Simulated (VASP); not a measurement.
# PbF2 (fluorite type) (Fm-3m) in VASP: relaxation of cell and atoms with PBE

Aim: the relaxation of cell and atoms of PbF2 (fluorite type) with PBE.

Program: VASP 6.6.1. These are calculated values, not measurements. Logs are shortened: lines on timing, memory, paths and dates and some standing lists are left out, and cuts for length are marked.

### 1 The cell of the first run

The structure is cubic, space group Fm-3m (No. 225). Conventional cell: a = 5.111 Å, b = 5.111 Å, c = 5.111 Å, α = 90.00°, β = 90.00°, γ = 90.00°. Within 2.9 Å of Pb (site symmetry m-3m) lie 8 F at 2.21 Å. Within 2.9 Å of F (site symmetry -43m) lie 4 Pb at 2.21 Å and 6 F at 2.56 Å.

### 2 Relaxation of cell and atoms, PBE

Contents of INCAR:

```
PREC = Accurate
ENCUT = 910
EDIFF = 1E-7
ISMEAR = -1
SIGMA = 0.05
LREAL = False
LASPH = True
NELM = 120
ALGO = Normal
ISIF = 3
LWAVE = False
LCHARG = False
GGA = PE
IBRION = 2
NSW = 100
EDIFFG = -0.005
GGA_COMPAT = False
NELMIN = 4
```

Contents of KPOINTS:

```
regular mesh
0
Gamma
  11 11 11
```

Contents of POSCAR:

```
PbF2
1.0
    0.0000000000      2.5553258337      2.5553258337
    2.5553258337      0.0000000000      2.5553258337
    2.5553258337      2.5553258337      0.0000000000
Pb F
1 2
Direct
    0.0000000000      0.0000000000      0.0000000000
    0.2500000000      0.2500000000      0.2500000000
    0.7500000000      0.7500000000      0.7500000000
```

Potentials or basis: VASP PAW PBE potentials, release 64 (Pb_d, F_h).

Run with:

```console
$ cat potpaw_PBE.64/Pb_d/POTCAR potpaw_PBE.64/F_h/POTCAR > POTCAR
$ mpirun -np 1 vasp_std > vasp.out
```

OUTCAR:

```text
PREC = Accurate
   ENCUT = 910
   EDIFF = 1E-7
   ISMEAR = -1
   LREAL = False
   LASPH = True
   NELM = 120
   ISIF = 3
   GGA = PE
   IBRION = 2
   NSW = 100
   EDIFFG = -0.005
   NELMIN = 4

 ion  position               nearest neighbor table
   1  0.000  0.000  0.000-   3 2.21   3 2.21   3 2.21   2 2.21   3 2.21   2 2.21   2 2.21   2 2.21

   2  0.250  0.250  0.250-   1 2.21   1 2.21   1 2.21   1 2.21
   3  0.750  0.750  0.750-   1 2.21   1 2.21   1 2.21   1 2.21

  LATTYP: Found a face centered cubic cell.
 ALAT       =     5.1106516674

  Lattice vectors:

 A1 = (   0.0000000000,   2.5553258337,   2.5553258337)
 A2 = (   2.5553258337,   0.0000000000,   2.5553258337)
 A3 = (   2.5553258337,   2.5553258337,   0.0000000000)

Analysis of symmetry for initial positions (statically):
=====================================================================
 Subroutine PRICEL returns:
 Original cell was already a primitive cell.

 Routine SETGRP: Setting up the symmetry group for a
 face centered cubic supercell.

 Subroutine GETGRP returns: Found 48 space group operations
 (whereof 48 operations were pure point group operations)
 out of a pool of 48 trial point group operations.

The static configuration has the point symmetry O_h .

Analysis of symmetry for dynamics (positions and initial velocities):
=====================================================================
 Subroutine PRICEL returns:
 Original cell was already a primitive cell.

 Routine SETGRP: Setting up the symmetry group for a
 face centered cubic supercell.

 Subroutine GETGRP returns: Found 48 space group operations
 (whereof 48 operations were pure point group operations)
 out of a pool of 48 trial point group operations.

The dynamic configuration has the point symmetry O_h .

 Subroutine INISYM returns: Found 48 space group operations
 (whereof 48 operations are pure point group operations),
 and found     1 'primitive' translations

----------------------------------------------------------------------------------------

                                     Primitive cell

  volume of cell :      33.3710

  direct lattice vectors                    reciprocal lattice vectors
     0.000000000  2.555325834  2.555325834    -0.195669763  0.195669763  0.195669763
     2.555325834  0.000000000  2.555325834     0.195669763 -0.195669763  0.195669763
     2.555325834  2.555325834  0.000000000     0.195669763  0.195669763 -0.195669763

  length of vectors
     3.613776450  3.613776450  3.613776450     0.338909971  0.338909971  0.338909971

  position of ions in fractional coordinates (direct lattice)
     0.000000000  0.000000000  0.000000000
     0.250000000  0.250000000  0.250000000
     0.750000000  0.750000000  0.750000000

  ion indices of the primitive-cell ions
   primitive index   ion index
                 1           1
                 2           2
                 3           3

----------------------------------------------------------------------------------------

 KPOINTS: regular mesh

Automatic generation of k-mesh.
 Grid dimensions read from file:
 generate k-points for:   11   11   11

 Generating k-lattice:

  Cartesian coordinates                     Fractional coordinates (reciprocal lattice)
    -0.017788160  0.017788160  0.017788160     0.090909091  0.000000000  0.000000000
     0.017788160 -0.017788160  0.017788160     0.000000000  0.090909091  0.000000000
     0.017788160  0.017788160 -0.017788160     0.000000000  0.000000000  0.090909091

  Length of vectors
     0.030809997  0.030809997  0.030809997

  Shift w.r.t. Gamma in fractional coordinates (k-lattice)
     0.000000000  0.000000000  0.000000000

 Subroutine IBZKPT returns following result:
 ===========================================

 Found     56 irreducible k-points:

 Following reciprocal coordinates:
            Coordinates               Weight
  0.000000  0.000000  0.000000      1.000000
  0.090909  0.000000  0.000000      8.000000
  0.181818  0.000000  0.000000      8.000000
  0.272727  0.000000  0.000000      8.000000
  0.363636  0.000000  0.000000      8.000000
  0.454545  0.000000  0.000000      8.000000
[... 16 lines left out ...]
 -0.272727  0.181818  0.000000     24.000000
 -0.181818  0.181818  0.000000     12.000000
 [... further k-points ...]
   k-points           NKPTS =     56   k-points in BZ     NKDIM =     56   number of bands    NBANDS=     18
   number of dos      NEDOS =    301   number of ions     NIONS =      3
   total plane-waves  NPLWV =  46656
   dimension x,y,z NGX =    36 NGY =   36 NGZ =   36
   dimension x,y,z NGXF=    72 NGYF=   72 NGZF=   72
   ions per type =               1   2
   NGX,Y,Z   is equivalent  to a cutoff of  16.56, 16.56, 16.56 a.u.
   NGXF,Y,Z  is equivalent  to a cutoff of  33.12, 33.12, 33.12 a.u.
 SYSTEM =  unknown system
   PREC   = accura    normal or accurate (medium, high low for compatibility)
   ISTART =      0    job   : 0-new  1-cont  2-samecut
   ICHARG =      2    charge: 1-file 2-atom 10-const
   ISPIN  =      1    spin polarized calculation?
   LNONCOLLINEAR =      F non collinear calculations
   LSORBIT =      F    spin-orbit coupling
   LASPH  =      T    aspherical Exc in radial PAW
   ENCUT  =  910.0 eV  66.88 Ry    8.18 a.u.   8.89  8.89  8.89*2*pi/ulx,y,z
   NELM   =    120;   NELMIN=  4; NELMDL= -5     # of ELM steps
   EDIFF  = 0.1E-06   stopping-criterion for ELM
   LREAL  =      F    real-space projection
   EDIFFG = -.5E-02   stopping-criterion for IOM
   NSW    =    100    number of steps for IOM
   IBRION =      2    ionic relax: 0-MD 1-quasi-New 2-CG
   NFREE  =      1    steps in history (QN), initial steepest desc. (CG)
   ISIF   =      3    stress and relaxation
   ISYM   =      2    0-nonsym 1-usesym 2-fastsym
   POTIM  = 0.5000    time-step for ionic-motion
   TEBEG  =    0.0;   TEEND  =   0.0 temperature during run
   PSTRESS=    0.0 pullay stress
   NELECT =      28.0000    total number of electrons
   NUPDOWN=      -1.0000    fix difference up-down
   EMIN   =  10.00;   EMAX   =-10.00  energy-range for DOS
   EFERMI =   0.00;   METHOD = LEGACY
   ISMEAR =    -1;   SIGMA  =   0.05  broadening in eV -4-tet -1-fermi 0-gaus
   EFERMI_NEDOS =   21; number of points for ismear=-14 and -15
   IALGO  =     38    algorithm
   IMIX   =      4    mixing-type and parameters
     AMIX     =   0.40;   BMIX     =  1.00
     AMIX_MAG =   1.60;   BMIX_MAG =  1.00
  volume/ion in A,a.u.               =      11.12        75.07
  Fermi-wavevector in a.u.,A,eV,Ry     =   1.544085  2.917898 32.438993  2.384199
  Thomas-Fermi vector in A             =   2.649656
   LORBIT       =      0    0 simple, 1 ext, 2 COOP (PROOUT), +10 PAW based schemes
   GGA     = PE    functional components
   LHFCALC =     F    Hartree Fock is set to
   AEXX    =    0.0000 exact exchange contribution
   IVDW    =     0    specifies the selected vdW correction
   LEPSILON=     F    determine dielectric tensor
   LRPA    =     F    only Hartree local field effects (RPA)
 conjugate gradient relaxation of ions
 non-spin polarized calculation
  energy-cutoff  :      910.00
  volume of cell :       33.37
 maximum number of plane-waves:      2102
   NGX = 17   NGY = 17   NGZ = 17

--------------------------------------- Ionic step        1  -------------------------------------------

 number of electron      27.9999990 magnetization

 Free energy of the ion-electron system (eV)
  ---------------------------------------------------
  ext. energy  EPLUGINS =         0.00000000
  ---------------------------------------------------
  free energy    TOTEN  =       -10.24393564 eV

  energy without entropy =      -10.24393564  energy(sigma->0) =      -10.24393564

 E-fermi :  11.0202     XC(G=0): -11.8498

 val. band max:        9.8971220623   @ k =  -0.2727   0.4545   0.1818
 cond. band min:      13.4448350303   @ k =   0.3636   0.3636   0.0000
 fundamental gap:      3.5477129680
 Fermi energy:        11.0201909557

 k-point     1 :       0.0000    0.0000    0.0000
  band No.  band energies     occupation
      1     -16.5758      2.00000
      2     -14.5984      2.00000
      3      -6.7103      2.00000
      4      -6.7103      2.00000
      5      -6.7103      2.00000
      6      -6.0688      2.00000
[... 10 lines left out ...]
     17      16.1175      0.00000
     18      20.9821      0.00000
[... 1129 lines left out ...]
 POSITION                                       TOTAL-FORCE (eV/Angst)
 -----------------------------------------------------------------------------------
      0.00000      0.00000      0.00000        -0.000000      0.000000      0.000000
      1.44025      1.44025      1.44025         0.000000      0.000000      0.000000
      4.32075      4.32075      4.32075        -0.000000     -0.000000     -0.000000
 -----------------------------------------------------------------------------------
    total drift:                                0.000000      0.000000      0.000000

  FREE ENERGIE OF THE ION-ELECTRON SYSTEM (eV)
  ---------------------------------------------------
  free  energy   TOTEN  =       -13.6713236899 eV

  energy  without entropy=      -13.6713236898  energy(sigma->0) =      -13.67132369

--------------------------------------- Ionic step        5  -------------------------------------------

 number of electron      28.0000015 magnetization

 Free energy of the ion-electron system (eV)
  ---------------------------------------------------
  ext. energy  EPLUGINS =         0.00000000
  ---------------------------------------------------
  free energy    TOTEN  =       -13.67336909 eV

  energy without entropy =      -13.67336909  energy(sigma->0) =      -13.67336909

 E-fermi :   4.5941     XC(G=0):  -9.8859

 val. band max:        3.4987090420   @ k =  -0.2727   0.4545   0.1818
 cond. band min:       7.8849625173   @ k =   0.4545   0.4545   0.0000
 fundamental gap:      4.3862534753
 Fermi energy:         4.5940826846

 k-point     1 :       0.0000    0.0000    0.0000
  band No.  band energies     occupation
      1     -18.4731      2.00000
      2     -17.6709      2.00000
      3     -11.1082      2.00000
      4     -11.1082      2.00000
      5     -11.1082      2.00000
      6     -11.0004      2.00000
[... 10 lines left out ...]
     17      10.3327      0.00000
     18      14.3570      0.00000
[... 505 lines left out ...]
 POSITION                                       TOTAL-FORCE (eV/Angst)
 -----------------------------------------------------------------------------------
      0.00000      0.00000      0.00000        -0.000000     -0.000000     -0.000000
      1.43608      1.43608      1.43608        -0.000000     -0.000000     -0.000000
      4.30823      4.30823      4.30823         0.000000      0.000000      0.000000
 -----------------------------------------------------------------------------------
    total drift:                                0.000000      0.000000      0.000000

  FREE ENERGIE OF THE ION-ELECTRON SYSTEM (eV)
  ---------------------------------------------------
  free  energy   TOTEN  =       -13.6733690864 eV

  energy  without entropy=      -13.6733690864  energy(sigma->0) =      -13.67336909

 reached required accuracy - stopping structural energy minimisation
```

It took 3 min on 1 thread of Intel Xeon 6975P-C (Granite Rapids), shared host; peak memory 0.26 GiB.

What came out:

```yaml
Free_energy: -13.6734 eV
Relaxed_volume: 15.80 Å³/atom
Relaxed_cell: a = 4.062 Å, b = 4.062 Å, c = 4.062 Å, α = 60.00°, β = 60.00°, γ = 60.00°
Space_group_after_relaxing_to_0.1_Å: Fm-3m (No. 225)
Pressure_after_relaxing: 0.0 GPa
Band_gap_on_the_k_mesh: 4.39 eV (least direct gap 4.57 eV)
```

Final structure:
```
Pb F
1.0
     0.00000    2.87215    2.87215
     2.87215    0.00000    2.87215
     2.87215    2.87215    0.00000
Pb F
1 2
Direct
  0.00000 0.00000 0.00000
  0.25000 0.25000 0.25000
  0.75000 0.75000 0.75000
```

Levels at points of the mesh, in eV from the valence-band top:
| k point | band 10 | band 11 | band 12 | band 13 | band 14 | band 15 | band 16 | band 17 | band 18 |
| --- | --- | --- | --- | --- | --- | --- | --- | --- | --- |
| (0.00, 0.00, 0.00) | -3.14 | -3.14 | -2.61 | -2.61 | -2.61 | 6.83 | 6.83 | 6.83 | 10.86 |

Caveat: the cutoff is under 1.25 times the usual one of these potentials, so pressure, stress and relaxed cells hold a basis-set (Pulay) error; the volume moved by over 15 % at a fixed basis, so the end points are rough; spin-orbit coupling is left out, which moves the levels of the heavy elements; an odd mesh through Γ misses points on the zone boundary, where band edges can lie.
